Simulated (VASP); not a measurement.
# H4CO in VASP: a series of runs, part 2 of 2

VASP 6.6.1. The steps go on from the part before.

**3. Single point, PBE+D3(BJ)**

This run uses another cell than the first one, of 18.22 Å³/atom, 1.072 times its volume.

The input, INCAR:

```
SYSTEM = H4CO
PREC = Accurate
ENCUT = 520
EDIFF = 1E-6
ISMEAR = -1
SIGMA = 0.05
LREAL = Auto
LASPH = .True.
NELM = 80
ALGO = Normal
ISIF = 2
LWAVE = .False.
LCHARG = .True.
GGA = PE
IVDW = 12
LELF = .True.
LVHAR = .True.
NBANDS = 66
```

The input, KPOINTS:

```
Automatic mesh
0
Gamma
  1 1 1
  0 0 0
```

The input, POSCAR:

```
H4CO
1.0
    8.4666280000      0.0000000000      0.0000000000
    0.0000000000      8.5824080000      0.0000000000
    0.0000000000      0.0000000000      9.0254100000
C O H
6 6 24
Direct
   -0.0212481285      0.2063406913      0.5898347000
    0.3536354733      0.6153983824      0.8463881419
    0.8949844023      0.6087335862      0.2217960181
    0.6738928414      0.6549560450      0.6229523091
    0.5667309347      0.2469936176      0.0885610737
    0.5171480311      1.0627903031      0.5657582315
   -0.1137288658      0.3658530333      0.5495152021
    0.3603441654      0.5978392078      1.0052839705
    0.7958422172      0.7274997879      0.1423647236
    0.7183379263      0.5782176750      0.7842303009
    0.4403878380      0.1422211575      0.0384691665
    0.6673731266      1.1341572202      0.5179930884
    0.0965673702      0.2572588020      0.6162822520
   -0.0462521797      0.4579833539      0.5654036770
   -0.0956342950      0.1947938154      0.6955362693
   -0.0315591992      0.1249183213      0.5072124147
    0.4052616933      0.7254723849      0.8207937368
    0.4395138183      0.5283132659      1.0222361089
    0.4182066343      0.5310980322      0.7795767727
    0.2336585474      0.6181132381      0.8115753190
    0.8327045903      0.5082722704      0.2033259431
    0.8414920320      0.6996987326      0.0326300966
    1.0216818313      0.6111105415      0.1595052192
    0.9305475568      0.6378745918      0.3313866074
    0.7590034663      0.5839852871      0.5735805908
    0.7699050909      0.6803568416      0.8221233163
    0.5472544678      0.6157945416      0.6289132571
    0.6834598142      0.7811560578      0.6308633070
    0.6773771093      0.2109198258      0.0353003354
    0.4145570114      0.0999136839      0.1305757855
    0.5489434519      0.3528962967      0.0344028692
    0.5893963925      0.2579112995      0.2063064171
    0.4669391404      1.1206878070      0.6641360337
    0.6561526029      1.2481345562      0.5021821723
    0.4266279326      1.1018935478      0.4787926532
    0.5023605620      0.9285622403      0.5676085629
```

Potentials or basis: VASP PAW PBE potentials, release 64 (C, O, H).

Command:

```sh
$ cat potpaw_PBE.64/C/POTCAR potpaw_PBE.64/O/POTCAR potpaw_PBE.64/H/POTCAR > POTCAR
$ mpirun -np 1 vasp_gam > vasp.out
```

OUTCAR:

```text
SYSTEM = H4CO
   PREC = Accurate
   ENCUT = 520
   EDIFF = 1E-6
   ISMEAR = -1
   LREAL = Auto
   LASPH = .True.
   NELM = 80
   ISIF = 2
   GGA = PE
   IVDW = 12
 IVDW          = 12

 ion  position               nearest neighbor table
   1  0.979  0.206  0.590-  16 1.03  13 1.11  15 1.15   7 1.62
   2  0.354  0.615  0.846-  20 1.06  17 1.07  19 1.09   8 1.44
   3  0.895  0.609  0.222-  21 1.02  24 1.06  23 1.21   9 1.50
   4  0.674  0.655  0.623-  25 1.04  28 1.09  27 1.12  10 1.64
   5  0.567  0.247  0.089-  31 1.04  32 1.08  29 1.10  11 1.47
   6  0.517  0.063  0.566-  33 1.10  35 1.15  36 1.16  12 1.48
   7  0.886  0.366  0.550-  14 0.99   1 1.62
   8  0.360  0.598  0.005-  18 0.91   2 1.44
   9  0.796  0.727  0.142-  22 1.09   3 1.50
  10  0.718  0.578  0.784-  26 1.04   4 1.64
  11  0.440  0.142  0.038-  30 0.93   5 1.47
  12  0.667  0.134  0.518-  34 0.99   6 1.48
  13  0.097  0.257  0.616-   1 1.11
  14  0.954  0.458  0.565-   7 0.99
  15  0.904  0.195  0.696-   1 1.15
  16  0.968  0.125  0.507-   1 1.03
  17  0.405  0.725  0.821-   2 1.07
[... 17 lines left out ...]
  35  0.427  0.102  0.479-   6 1.15
  36  0.502  0.929  0.568-   6 1.16

[... 237 lines left out ...]
  band No.  band energies     occupation
      1     -23.6903      2.00000
      2     -23.6577      2.00000
      3     -23.1899      2.00000
      4     -22.6497      2.00000
      5     -22.5558      2.00000
      6     -22.4415      2.00000
[... 46 lines left out ...]
     53       2.7632      0.00000
     54       2.8856      0.00000
 [bands above 54 left out]

------------------------ aborting loop because EDIFF is reached ----------------------------------------

 Edisp (eV)   -0.78754

 E8    (eV) :    -0.1712

  FORCE on cell =-STRESS in cart. coord.  units (eV):
  Direction    XX          YY          ZZ          XY          YZ          ZX
  --------------------------------------------------------------------------------------
  -------------------------------------------------------------------------------------
  Total      -2.79998    -2.24635    -2.45042    -2.75666    -0.05705     2.52592
  in kB      -6.84036    -5.48785    -5.98639    -6.73454    -0.13937     6.17084
  external pressure =       -6.10 kB  Pullay stress =        0.00 kB

 VOLUME and BASIS-vectors are now :
 -----------------------------------------------------------------------------
  energy-cutoff  :      520.00
  volume of cell :      655.82
      direct lattice vectors                 reciprocal lattice vectors
     8.466628000  0.000000000  0.000000000     0.118110776  0.000000000  0.000000000
     0.000000000  8.582408000  0.000000000     0.000000000  0.116517416  0.000000000
     0.000000000  0.000000000  9.025410000     0.000000000  0.000000000  0.110798291

 POSITION                                       TOTAL-FORCE (eV/Angst)
 -----------------------------------------------------------------------------------
      8.28673      1.77090      5.32350        -1.260462      5.788545      3.914873
      2.99410      5.28160      7.63900         0.326010      0.167349      0.817915
      7.57750      5.22440      2.00180         3.057670      2.843681     -3.073967
      5.70560      5.62110      5.62240        -1.714147     -1.515290      4.124370
      4.79830      2.11980      0.79930         0.695817     -1.581378     -1.512610
      4.37850      0.53889      5.10620        -1.569500      1.272072     -1.918484
[... 28 lines left out ...]
      3.61210      0.87449      4.32130         0.489470     -0.632672      0.520749
      4.25330      7.96930      5.12290         1.117885      1.789753      0.081999
 -----------------------------------------------------------------------------------
    total drift:                                0.021683     -0.004651      0.007239

  FREE ENERGIE OF THE ION-ELECTRON SYSTEM (eV)
  ---------------------------------------------------
  free  energy   TOTEN  =      -178.3913912309 eV

  energy  without entropy=     -178.3913912307  energy(sigma->0) =     -178.39139123
```

OSZICAR:

```text
N       E                     dE             d eps       ncg     rms          rms(c)
DAV:   1     0.620724279262E+03    0.62072E+03   -0.38891E+04   140   0.107E+03
DAV:   2    -0.983812892685E+02   -0.71911E+03   -0.68523E+03   182   0.239E+02
DAV:   3    -0.193417968760E+03   -0.95037E+02   -0.94472E+02   160   0.959E+01
DAV:   4    -0.195803156264E+03   -0.23852E+01   -0.23760E+01   176   0.176E+01
DAV:   5    -0.195861303922E+03   -0.58148E-01   -0.58102E-01   168   0.250E+00    0.240E+01
DAV:   6    -0.180644138409E+03    0.15217E+02   -0.31783E+01   168   0.185E+01    0.116E+01
DAV:   7    -0.178190325125E+03    0.24538E+01   -0.37933E+00   176   0.664E+00    0.590E+00
DAV:   8    -0.177616732524E+03    0.57359E+00   -0.11450E+00   168   0.450E+00    0.123E+00
DAV:   9    -0.177587568586E+03    0.29164E-01   -0.12075E-01   168   0.161E+00    0.588E-01
DAV:  10    -0.177594824127E+03   -0.72555E-02   -0.53726E-02   152   0.789E-01    0.361E-01
DAV:  11    -0.177598216169E+03   -0.33920E-02   -0.15316E-02   160   0.492E-01    0.197E-01
DAV:  12    -0.177602809168E+03   -0.45930E-02   -0.56025E-03   136   0.339E-01    0.114E-01
DAV:  13    -0.177603643346E+03   -0.83418E-03   -0.23881E-03   160   0.191E-01    0.554E-02
DAV:  14    -0.177603906441E+03   -0.26309E-03   -0.52360E-04   136   0.119E-01    0.245E-02
DAV:  15    -0.177603870136E+03    0.36305E-04   -0.11730E-04   152   0.602E-02    0.166E-02
DAV:  16    -0.177603857659E+03    0.12476E-04   -0.73615E-05   168   0.395E-02    0.117E-02
DAV:  17    -0.177603851185E+03    0.64739E-05   -0.13615E-05   152   0.188E-02    0.525E-03
DAV:  18    -0.177603850640E+03    0.54540E-06   -0.63182E-06   160   0.120E-02
   1 F= -.17839139E+03 E0= -.17839139E+03  d E =-.113701E-09
```

Run time: 75 s. Hardware: 1 thread of Intel Xeon Platinum 8488C (Sapphire Rapids), shared host; peak memory 0.56 GiB.

Results:

| Item | Value |
| --- | --- |
| Free energy | -178.3914 eV |
| Pressure | -0.6 GPa |
| Largest force | 7.101 eV/Å |
| Band gap on the k mesh | 4.09 eV |
| Dispersion energy per atom | -0.022 eV |

Forces on the atoms (eV/Å):
```
C   -1.260  5.789  3.915
C    0.326  0.167  0.818
C    3.058  2.844 -3.074
C   -1.714 -1.515  4.124
C    0.696 -1.581 -1.513
C   -1.569  1.272 -1.918
O    0.716 -1.139 -0.749
O   -2.761  1.899 -1.288
O    2.268 -1.172 -2.630
O    0.883  3.937 -0.383
O    1.292  1.441 -0.373
O   -0.713 -1.040  0.427
H   -0.206 -1.052 -0.191
H    0.085 -0.966  0.006
H    1.327 -1.122 -1.191
H   -0.314 -1.557 -1.850
H    0.429  1.164 -0.399
H    2.794 -2.353  0.959
H    0.100 -0.652  0.346
H   -1.243 -0.100 -0.257
H   -0.804 -2.778  0.260
H   -1.788  1.196  3.249
H   -2.080 -0.579  1.055
H   -0.602  0.423  1.197
H    0.557 -0.397 -2.176
H   -0.918 -2.290 -0.123
H    0.935  0.387 -1.245
H    0.330  0.006 -0.299
H    0.299 -0.458  0.212
H   -1.167 -1.516  1.584
H   -0.537  2.084 -0.436
H   -0.439 -0.102  0.464
H    0.512 -0.492  0.472
H   -0.097 -0.901  0.404
H    0.489 -0.633  0.521
H    1.118  1.790  0.082
```

Levels at points of the mesh, in eV from the valence-band top:
```tsv
k point	band 39	band 40	band 41	band 42	band 43	band 44	band 45	band 46
(0.00, 0.00, 0.00)	-0.15	-0.11	-0.07	0.00	4.09	4.79	5.09	5.46
```

Caveat: the k points lie up to 0.74 Å⁻¹ apart.
